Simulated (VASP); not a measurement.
KNaBO3: single point with PBE

The system is KNaBO3.

```
B O K Na
1.0
     4.83029    2.80946    0.00000
     4.83029   -2.80946    0.00000
     0.97035    0.00000   -6.16135
B O K Na
2 6 2 2
Cartesian
  8.7735 0.0000 -4.6666
  1.8574 0.0000 -1.4947
  7.4430 0.0000 -4.1866
  3.1879 0.0000 -1.9747
  4.6099 1.6160 -4.8699
  6.0210 1.6160 -1.2914
  6.0210 -1.6160 -1.2914
  4.6099 -1.6160 -4.8699
  2.3432 0.0000 -4.6620
  8.2877 0.0000 -1.4994
  4.8303 0.0000 0.0000
  5.3155 0.0000 -3.0807
```

```yaml
Program: VASP 6.6.1
Task: single point
Functional: PBE
Potentials_or_basis: VASP PAW PBE potentials, release 64 (B, O, K_sv, Na_pv)
Cutoff: 600 eV
k_mesh: 5 × 5 × 4
Occupations: methfessel-paxton, width 0.1249 eV
Spin: no spin polarisation
```

- Pressure: -1.4 GPa
- Largest force: 1.453 eV/Å
- Band gap on the k mesh: zero (bands 37 and 38 overlap by 0.21 eV)

Forces on the atoms (eV/Å):
```
B   -0.588  0.000  0.698
B    0.588  0.000 -0.698
O    1.261  0.000 -0.723
O   -1.261  0.000  0.723
O   -0.291  0.476  0.046
O    0.291  0.476 -0.046
O    0.291 -0.476 -0.046
O   -0.291 -0.476  0.046
K   -0.060  0.000  0.037
K    0.060  0.000 -0.037
Na   0.000  0.000  0.000
Na   0.000  0.000  0.000
```

Stress tensor (GPa, compression positive):
```
-3.33  0.00  1.62
 0.00 -1.19  0.00
 1.62  0.00  0.28
```

Levels at points of the mesh, in eV from the Fermi level:
```tsv
k point	band 35	band 36	band 37	band 38	band 39	band 40
(0.00, 0.00, 0.00)	-0.69	-0.58	0.18	0.25	4.88	7.36
(0.00, 0.00, 0.50)	-0.61	-0.53	0.16	0.23	6.52	6.75
```

Wall time 9.5 min on 1 thread of Intel Xeon 8259CL, with other jobs on the host, peak memory 0.5 GiB.

Caveat: forces of over 1 eV/Å act on the atoms, so gaps and moduli don't describe the material at rest.
